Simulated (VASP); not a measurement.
Runs of VASP 6.6.1 on Mg. The structure is that of space group P6_3/mmc (No. 194), or close to it. The cells are those of the table. 

```csv
cell,k mesh,gap on the mesh (eV),pressure (GPa)
"a = 3.268, b = 3.268, c = 10.630 Å, angles 90.0, 90.0, 120.0°, 4 atoms",13 × 13 × 4,none,(b)
"a = 3.349, b = 3.349, c = 10.896 Å, angles 90.0, 90.0, 120.0°, 4 atoms",13 × 13 × 4,none,(a)
"a = 3.182, b = 3.182, c = 10.350 Å, angles 90.0, 90.0, 120.0°, 4 atoms",13 × 13 × 4,none,1.4
"a = 3.225, b = 3.225, c = 10.492 Å, angles 90.0, 90.0, 120.0°, 4 atoms",15 × 15 × 4,none,-0.1
"a = 3.091, b = 3.091, c = 10.054 Å, angles 90.0, 90.0, 120.0°, 4 atoms",13 × 13 × 4,none,5.5
```

Alike in all rows: task single point; level revPBE; potentials or basis VASP PAW PBE potentials, release 64 (Mg); no spin polarisation; cutoff (eV) 520; smearing fermi-dirac 0.1 eV.

Fill in the values left out.

(a) -3.1; (b) -1.3.

Caveats: the PAW data sets were made with another functional, which shifts forces and pressure a little.

A gap of «none» marks levels without a gap at the run's occupations.
